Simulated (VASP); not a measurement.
# Br (P6/mmm) in VASP: notebook

Runs on Br. Level: PBEsol. Tasks: single point, relaxation of cell and atoms.

Everything below comes from runs of VASP 6.6.1. Logs are shortened: lines on timing, memory, paths and dates and some standing lists are left out, and cuts for length are marked.

### Step 1. The cell of the first run

Symmetry: P6/mmm, No. 191, hexagonal system. The conventional cell has a = 3.755 Å, b = 3.755 Å, c = 2.541 Å, α = 90.00°, β = 90.00°, γ = 120.00°. Br (site symmetry 6/mmm) has 2 Br at 2.54 Å within 3.4 Å.

### Step 2. Single point, PBEsol

Contents of INCAR:

```
SYSTEM = Br
PREC = Accurate
ENCUT = 520
EDIFF = 1E-6
ISMEAR = 0
SIGMA = 0.1
LREAL = .FALSE.
LASPH = .TRUE.
NELM = 100
ALGO = Normal
ISIF = 2
LWAVE = .FALSE.
LCHARG = .FALSE.
GGA = PS
NBANDS = 10
```

Contents of KPOINTS:

```
regular mesh
0
G
  21 21 18
  0 0 0
```

Contents of POSCAR:

```
Br
1.0
    3.7546057986      0.0000000000      0.0000000000
   -1.8773028993      3.2515840028      0.0000000000
    0.0000000000      0.0000000000      2.5406543815
Br
1
Direct
    0.0000000000      0.0000000000      0.0000000000
```

Potentials or basis: VASP PAW PBE potentials, release 64 (Br).

Command:

```sh
$ cat potpaw_PBE.64/Br/POTCAR > POTCAR
$ mpirun -np 1 vasp_std > vasp.out
```

OUTCAR:

```text
SYSTEM = Br
   PREC = Accurate
   ENCUT = 520
   EDIFF = 1E-6
   ISMEAR = 0
   LREAL = .FALSE.
   LASPH = .TRUE.
   NELM = 100
   ISIF = 2
   GGA = PS

 ion  position               nearest neighbor table
   1  0.000  0.000  0.000-

  LATTYP: Found a hexagonal cell.
 ALAT       =     3.7546057986
 C/A-ratio  =     0.6766767319

  Lattice vectors:

 A1 = (   3.7546057986,   0.0000000000,   0.0000000000)
 A2 = (  -1.8773028993,   3.2515840028,   0.0000000000)
 A3 = (   0.0000000000,   0.0000000000,   2.5406543815)

Analysis of symmetry for initial positions (statically):
=====================================================================
 Subroutine PRICEL returns:
 Original cell was already a primitive cell.

 Routine SETGRP: Setting up the symmetry group for a
 hexagonal supercell.

 Subroutine GETGRP returns: Found 24 space group operations
 (whereof 24 operations were pure point group operations)
 out of a pool of 24 trial point group operations.

The static configuration has the point symmetry D_6h.

Analysis of symmetry for dynamics (positions and initial velocities):
=====================================================================
 Subroutine PRICEL returns:
 Original cell was already a primitive cell.

 Routine SETGRP: Setting up the symmetry group for a
 hexagonal supercell.

 Subroutine GETGRP returns: Found 24 space group operations
 (whereof 24 operations were pure point group operations)
 out of a pool of 24 trial point group operations.

The dynamic configuration has the point symmetry D_6h.

 Subroutine INISYM returns: Found 24 space group operations
 (whereof 24 operations are pure point group operations),
 and found     1 'primitive' translations

----------------------------------------------------------------------------------------

                                     Primitive cell

  volume of cell :      31.0174

  direct lattice vectors                    reciprocal lattice vectors
     3.754605799  0.000000000  0.000000000     0.266339545  0.153771208  0.000000000
    -1.877302899  3.251584003  0.000000000     0.000000000  0.307542416  0.000000000
     0.000000000  0.000000000  2.540654382     0.000000000  0.000000000  0.393599384

  length of vectors
     3.754605799  3.754605799  2.540654382     0.307542416  0.307542416  0.393599384

  position of ions in fractional coordinates (direct lattice)
     0.000000000  0.000000000  0.000000000

  ion indices of the primitive-cell ions
   primitive index   ion index
                 1           1

----------------------------------------------------------------------------------------

 KPOINTS: regular mesh

Automatic generation of k-mesh.
 Grid dimensions read from file:
 generate k-points for:   21   21   18

 Generating k-lattice:

  Cartesian coordinates                     Fractional coordinates (reciprocal lattice)
     0.012682835  0.007322438  0.000000000     0.047619048  0.000000000  0.000000000
     0.000000000  0.014644877  0.000000000     0.000000000  0.047619048  0.000000000
     0.000000000  0.000000000  0.021866632     0.000000000  0.000000000  0.055555556

  Length of vectors
     0.014644877  0.014644877  0.021866632

  Shift w.r.t. Gamma in fractional coordinates (k-lattice)
     0.000000000  0.000000000  0.000000000

 Subroutine IBZKPT returns following result:
 ===========================================

 Found    480 irreducible k-points:

 Following reciprocal coordinates:
            Coordinates               Weight
  0.000000  0.000000  0.000000      1.000000
  0.047619  0.000000  0.000000      6.000000
  0.095238  0.000000  0.000000      6.000000
  0.142857  0.000000  0.000000      6.000000
  0.190476  0.000000  0.000000      6.000000
  0.238095 -0.000000  0.000000      6.000000
[... 16 lines left out ...]
  0.142857  0.095238  0.000000     12.000000
  0.190476  0.095238  0.000000     12.000000
 [... further k-points ...]
   k-points           NKPTS =    480   k-points in BZ     NKDIM =    480   number of bands    NBANDS=     10
   number of dos      NEDOS =    301   number of ions     NIONS =      1
   total plane-waves  NPLWV =  15680
   dimension x,y,z NGX =    28 NGY =   28 NGZ =   20
   dimension x,y,z NGXF=    56 NGYF=   56 NGZF=   40
   ions per type =               1
   NGX,Y,Z   is equivalent  to a cutoff of  12.40, 12.40, 13.09 a.u.
   NGXF,Y,Z  is equivalent  to a cutoff of  24.80, 24.80, 26.17 a.u.
 SYSTEM =  Br
   PREC   = accura    normal or accurate (medium, high low for compatibility)
   ISTART =      0    job   : 0-new  1-cont  2-samecut
   ICHARG =      2    charge: 1-file 2-atom 10-const
   ISPIN  =      1    spin polarized calculation?
   LNONCOLLINEAR =      F non collinear calculations
   LSORBIT =      F    spin-orbit coupling
   LASPH  =      T    aspherical Exc in radial PAW
   ENCUT  =  520.0 eV  38.22 Ry    6.18 a.u.   6.98  6.98  4.72*2*pi/ulx,y,z
   NELM   =    100;   NELMIN=  2; NELMDL= -5     # of ELM steps
   EDIFF  = 0.1E-05   stopping-criterion for ELM
   LREAL  =      F    real-space projection
   EDIFFG = 0.1E-04   stopping-criterion for IOM
   NSW    =      0    number of steps for IOM
   IBRION =     -1    ionic relax: 0-MD 1-quasi-New 2-CG
   NFREE  =      0    steps in history (QN), initial steepest desc. (CG)
   ISIF   =      2    stress and relaxation
   ISYM   =      2    0-nonsym 1-usesym 2-fastsym
   POTIM  = 0.5000    time-step for ionic-motion
   TEBEG  =    0.0;   TEEND  =   0.0 temperature during run
   PSTRESS=    0.0 pullay stress
   NELECT =       7.0000    total number of electrons
   NUPDOWN=      -1.0000    fix difference up-down
   EMIN   =  10.00;   EMAX   =-10.00  energy-range for DOS
   EFERMI =   0.00;   METHOD = LEGACY
   ISMEAR =     0;   SIGMA  =   0.10  broadening in eV -4-tet -1-fermi 0-gaus
   EFERMI_NEDOS =   21; number of points for ismear=-14 and -15
   IALGO  =     38    algorithm
   IMIX   =      4    mixing-type and parameters
     AMIX     =   0.40;   BMIX     =  1.00
     AMIX_MAG =   1.60;   BMIX_MAG =  1.00
  volume/ion in A,a.u.               =      31.02       209.32
  Fermi-wavevector in a.u.,A,eV,Ry     =   0.996719  1.883525 13.516679  0.993448
  Thomas-Fermi vector in A             =   2.128826
   LORBIT       =      0    0 simple, 1 ext, 2 COOP (PROOUT), +10 PAW based schemes
   GGA     = PS    functional components
   LHFCALC =     F    Hartree Fock is set to
   AEXX    =    0.0000 exact exchange contribution
   IVDW    =     0    specifies the selected vdW correction
   LEPSILON=     F    determine dielectric tensor
   LRPA    =     F    only Hartree local field effects (RPA)
 non-spin polarized calculation
 Gauss-broadening in eV      SIGMA  =   0.10
  energy-cutoff  :      520.00
  volume of cell :       31.02
 maximum number of plane-waves:       850
 NGX is ok and might be reduce to    28
   NGX = 13   NGY = 13   NGZ =  9

 number of electron       7.0000001 magnetization

 Free energy of the ion-electron system (eV)
  ---------------------------------------------------
  ext. energy  EPLUGINS =         0.00000000
  ---------------------------------------------------
  free energy    TOTEN  =        -1.76787933 eV

  energy without entropy =       -1.76402169  energy(sigma->0) =       -1.76595051

 E-fermi :   0.4437     XC(G=0):  -8.4812

 val. band max:        0.4423428848   @ k =   0.4286  -0.0000   0.4444
 cond. band min:       0.4447334042   @ k =   0.1905   0.0000   0.3889
 fundamental gap:      0.0023905194
 Fermi energy:         0.4436817613

 k-point     1 :       0.0000    0.0000    0.0000
  band No.  band energies     occupation
      1     -15.6119      2.00000
      2      -1.3043      2.00000
      3      -1.3043      2.00000
      4       4.4875      0.00000
      5       5.4703      0.00000
      6      10.5666      0.00000
      7      10.5666      0.00000
      8      13.0592      0.00000
      9      14.2255      0.00000
     10      23.4521      0.00000

 k-point     2 :       0.0476    0.0000    0.0000
  band No.  band energies     occupation
      1     -15.6046      2.00000
      2      -1.3827      2.00000
      3      -1.3181      2.00000
      4       4.4914      0.00000
      5       5.5814      0.00000
      6      10.4125      0.00000
      7      10.6370      0.00000
      8      13.0717      0.00000
      9      14.4835      0.00000
     10      23.3295      0.00000

 k-point     3 :       0.0952    0.0000    0.0000
  band No.  band energies     occupation
      1     -15.5831      2.00000
      2      -1.5994      2.00000
      3      -1.3578      2.00000
      4       4.5027      0.00000
      5       5.8900      0.00000
      6      10.0588      0.00000
      7      10.8464      0.00000
      8      13.1084      0.00000
      9      15.1550      0.00000
     10      23.0118      0.00000

 k-point     4 :       0.1429    0.0000    0.0000
  band No.  band energies     occupation
      1     -15.5491      2.00000
      2      -1.9110      2.00000
      3      -1.4187      2.00000
      4       4.5206      0.00000
      5       6.3274      0.00000
      6       9.6843      0.00000
      7      11.1895      0.00000
      8      13.1669      0.00000
      9      16.0850      0.00000
     10      22.6046      0.00000

 k-point     5 :       0.1905    0.0000    0.0000
  band No.  band energies     occupation
      1     -15.5052      2.00000
      2      -2.2701      2.00000
      3      -1.4942      2.00000
      4       4.5436      0.00000
      5       6.7801      0.00000
      6       9.4418      0.00000
      7      11.6585      0.00000
      8      13.2432      0.00000
      9      17.1836      0.00000
     10      22.1786      0.00000

 k-point     6 :       0.2381   -0.0000    0.0000
  band No.  band energies     occupation
      1     -15.4547      2.00000
      2      -2.6370      2.00000
      3      -1.5766      2.00000
      4       4.5697      0.00000
      5       7.0822      0.00000
      6       9.4952      0.00000
      7      12.2438      0.00000
      8      13.3314      0.00000
      9      18.4064      0.00000
     10      21.7741      0.00000
[... 183 lines left out ...]
 k-point    21 :       0.4762    0.0476    0.0000
  band No.  band energies     occupation
      1     -15.2567      2.00000
      2      -3.7668      2.00000
      3      -1.9081      2.00000
      4       4.6691      0.00000
      5       6.8351      0.00000
      6      12.5116      0.00000
      7      13.5699      0.00000
      8      16.6379      0.00000
      9      17.4746      0.00000
     10      18.9094      0.00000

 k-point    22 :       0.0952    0.0952    0.0000
  band No.  band energies     occupation
      1     -15.5297      2.00000
      2      -2.0558      2.00000
      3      -1.4764      2.00000
      4       4.5308      0.00000
      5       6.5858      0.00000
      6       9.4622      0.00000
      7      11.4437      0.00000
      8      13.2005      0.00000
      9      16.5736      0.00000
     10      22.4261      0.00000

 k-point    23 :       0.1429    0.0952    0.0000
  band No.  band energies     occupation
      1     -15.4874      2.00000
      2      -2.3678      2.00000
      3      -1.5732      2.00000
      4       4.5528      0.00000
      5       7.0603      0.00000
      6       9.1908      0.00000
      7      11.9611      0.00000
      8      13.2741      0.00000
      9      17.6014      0.00000
     10      22.0657      0.00000

 k-point    24 :       0.1905    0.0952    0.0000
  band No.  band energies     occupation
      1     -15.4389      2.00000
      2      -2.6911      2.00000
      3      -1.6796      2.00000
      4       4.5778      0.00000
      5       7.4357      0.00000
      6       9.1474      0.00000
      7      12.5996      0.00000
      8      13.3591      0.00000
      9      18.7682      0.00000
     10      21.7162      0.00000

 [... further k-points ...]

------------------------ aborting loop because EDIFF is reached ----------------------------------------

  FORCE on cell =-STRESS in cart. coord.  units (eV):
  Direction    XX          YY          ZZ          XY          YZ          ZX
  --------------------------------------------------------------------------------------
  -------------------------------------------------------------------------------------
  Total        0.0052554      0.0052554      0.0164132      0.0000000      0.0000000      0.0000000
  in kB        0.2714643      0.2714643      0.8478098      0.0000000      0.0000000      0.0000000
  external PRESSURE =       0.4635794 kB  Pullay stress =       0.0000000 kB

 VOLUME and BASIS-vectors are now :
 -----------------------------------------------------------------------------
  energy-cutoff  :      520.00
  volume of cell :       31.02
      direct lattice vectors                 reciprocal lattice vectors
     3.754605799  0.000000000  0.000000000     0.266339545  0.153771208  0.000000000
    -1.877302899  3.251584003  0.000000000     0.000000000  0.307542416  0.000000000
     0.000000000  0.000000000  2.540654382     0.000000000  0.000000000  0.393599384

 POSITION                                       TOTAL-FORCE (eV/Angst)
 -----------------------------------------------------------------------------------
      0.00000      0.00000      0.00000         0.000000      0.000000      0.000000
 -----------------------------------------------------------------------------------
    total drift:                                0.000000     -0.000000      0.000000

  FREE ENERGIE OF THE ION-ELECTRON SYSTEM (eV)
  ---------------------------------------------------
  free  energy   TOTEN  =        -1.7678793264 eV

  energy  without entropy=       -1.7640216939  energy(sigma->0) =       -1.76595051
```

It took 93 s on 1 thread of Intel Xeon Platinum 8259CL at 2.50GHz (Skylake/Cascade Lake), shared host; peak memory 0.24 GiB.

Results:

```
Free energy : -1.7679 eV
Pressure    : 0.0 GPa
```

Levels at points of the mesh, in eV from the Fermi level:
| k point | band 1 | band 2 | band 3 | band 4 | band 5 | band 6 |
| --- | --- | --- | --- | --- | --- | --- |
| (0.00, 0.00, 0.00) | -16.06 | -1.75 | -1.75 | 4.04 | 5.03 | 10.12 |
| (0.00, 0.00, 0.50) | -12.94 | -6.53 | 0.51 | 0.51 | 10.32 | 10.90 |

Caveat: the PAW data sets were made with another functional, which shifts forces and pressure a little; an odd number of electrons without spin polarisation forces a metal; a magnetic or distorted state may lie lower.

(Continued in part 2 of 2.)
